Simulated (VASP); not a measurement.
Ge:

```
Ge
1.0
     2.71047    0.00000    0.00000
     0.00000    2.71047    0.00000
     0.00000    0.00000    2.71047
Ge
1
Cartesian
  0.0000 0.0000 0.0000
```

This isn't the form of Ge at room conditions, which is diamond.

- Program: VASP 6.6.1
- Task: relaxation of cell and atoms
- Functional: PBEsol-based global hybrid with 25 % exact exchange
- Potentials or basis: VASP PAW PBE potentials, release 64 (Ge_d)
- Cutoff: 600 eV
- k mesh: 5 × 5 × 5
- Occupations: fermi-dirac, width 0.05 eV
- Spin: no spin polarisation

At the start: pressure -3.7 GPa; volume 19.91 Å³/atom.

Problem. How do energy, volume and symmetry change on relaxing?

Solution. Over 3 steps the energy falls by 11.4 meV/atom and the volume is 18.98 Å³/atom (-4.7 %); space group Pm-3m (No. 221, to 0.1 Å) before and after.

The path:
```tsv
step	energy change (eV)	largest force (eV/Å)	pressure (GPa)	volume (Å³)
1	0.0000	0.0000	-3.68	19.91
2	-0.0094	0.0000	1.80	18.62
3	-0.0114	0.0000	-0.03	18.98
```

Final structure:
```
CELL_PARAMETERS angstrom
2.66739 0.00000 0.00000
0.00000 2.66739 0.00000
0.00000 0.00000 2.66739
ATOMIC_POSITIONS crystal
Ge 0.00000 0.00000 0.00000
```

Caveat: the k points lie up to 0.47 Å⁻¹ apart in the final cell, too coarse for converged energies and pressures of a metal; the PAW data sets were made with another functional, which shifts forces and pressure a little.
